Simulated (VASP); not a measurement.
Here is a VASP 6.6.1 calculation.

INCAR

```
PREC     = Accurate       # precision mode
ENCUT    = 500            # plane-wave cutoff, eV
EDIFF    = 1E-6           # SCF threshold, eV
ISMEAR   = 0              # smearing method
SIGMA    = 0.05           # smearing width, eV
LREAL    = False          # projectors in reciprocal space
LASPH    = True           # aspherical terms in the spheres
NELM     = 120            # most SCF steps
ALGO     = Normal         # electronic algorithm
ISIF     = 2              # what is computed and relaxed
LWAVE    = False          # write WAVECAR
LCHARG   = False          # write CHGCAR
GGA      = PE             # functional
NBANDS   = 16             # bands
GGA_COMPAT= False
```

The input KPOINTS:

```
regular mesh
0
Gamma
  10 10 10
```

Contents of POSCAR:

```
AgBr
1.0
    0.0000000000      2.9395957487      2.9395957487
    2.9395957487      0.0000000000      2.9395957487
    2.9395957487      2.9395957487      0.0000000000
Ag Br
1 1
Direct
    0.5000000000      0.5000000000      0.5000000000
    0.0000000000      0.0000000000      0.0000000000
```

Potentials or basis: VASP PAW PBE potentials, release 64 (Ag, Br).

The run is started by

```bash
$ cat potpaw_PBE.64/Ag/POTCAR potpaw_PBE.64/Br/POTCAR > POTCAR
$ mpirun -np 1 vasp_std > vasp.out
```

(1) What does it give for the band gap on the k mesh?

(2) Predict the pressure.

Results:

(1) 0.70 eV, indirect (least direct gap 2.38 eV).

(2) -0.8 GPa.
